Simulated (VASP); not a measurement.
A run of VASP 6.6.1 is set up as follows.

The input INCAR:

```
  PREC = Accurate
  ENCUT = 520
  EDIFF = 1E-6
  ISMEAR = -1
  SIGMA = 0.01
  LREAL = F
  LASPH = T
  NELM = 60
  ALGO = Normal
  ISIF = 2
  LWAVE = F
  LCHARG = T
  GGA = PE
  LELF = T
  LVHAR = T
  NBANDS = 12
```

File KPOINTS:

```
regular mesh
0
Gamma
  10 10 10
```

File POSCAR:

```
Hg
1.0
    2.0783995336      1.1999645302      1.9747385792
   -2.0783995336      1.1999645302      1.9747385792
    0.0000000000     -2.3999290604      1.9747385791
Hg
1
Direct
    0.0000000000      1.0000000000      0.0000000000
```

Potentials or basis: VASP PAW PBE potentials, release 64 (Hg).

Run with:

```console
$ cat potpaw_PBE.64/Hg/POTCAR > POTCAR
$ mpirun -np 1 vasp_std > vasp.out
```

(1) Estimate the pressure.

(2) What does it give for the band gap on the k mesh?

## Answers

(1) 0.1 GPa.

(2) zero (band 6 reaches 4.26 eV, above the bottom of band 7 at 0.01 eV).

Caveat: spin-orbit coupling is left out, which moves the levels of the heavy elements.
